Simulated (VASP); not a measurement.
TiTe2: single point with LDA

The system is TiTe2.

```
Ti Te
1.0
     3.02557    0.00000    0.00000
     0.00000    3.02557    0.00000
     0.00000    0.00000    9.30163
Ti Te
1 2
Direct
  0.00000 0.00000 0.00000
  0.00000 0.00000 0.29431
  0.00000 0.00000 0.70569
```

* Program: VASP 6.6.1
* Task: single point
* Functional: LDA
* Potentials or basis: VASP PAW LDA potentials, release 64 (Ti_sv, Te)
* Cutoff: 520 eV
* k mesh: 9 × 9 × 3
* Occupations: fermi-dirac, width 0.05 eV
* Spin: no spin polarisation
* Dipole correction: no
* Further INCAR settings: ALGO = Normal; EDIFF = 1e-06; NBANDS = 19

```yaml
Pressure: -1.3 GPa
Largest_force: 0.199 eV/Å
Band_gap_on_the_k_mesh: zero (band 12 reaches 7.71 eV, above the bottom of band 13 at 5.77 eV)
```

Forces in eV/Å, atoms in the order of the input:
```
Ti   0.000  0.000  0.000
Te   0.000  0.000 -0.199
Te   0.000  0.000  0.199
```

Stress tensor (GPa, compression positive):
```
-1.01  0.00  0.00
 0.00 -1.01  0.00
 0.00  0.00 -1.81
```

Levels at points of the mesh, in eV from the Fermi level:
```
           k point  band 9  band 10  band 11  band 12  band 13  band 14  band 15  band 16
(0.00, 0.00, 0.00)   -2.22    -0.66     1.15     1.15     1.58     2.31     2.42     2.42
```

Wall time 51 s on 1 thread of Intel Xeon 8259CL, with other jobs on the host, peak memory 0.19 GiB.

Caveat: spin-orbit coupling is left out, which moves the levels of the heavy elements.
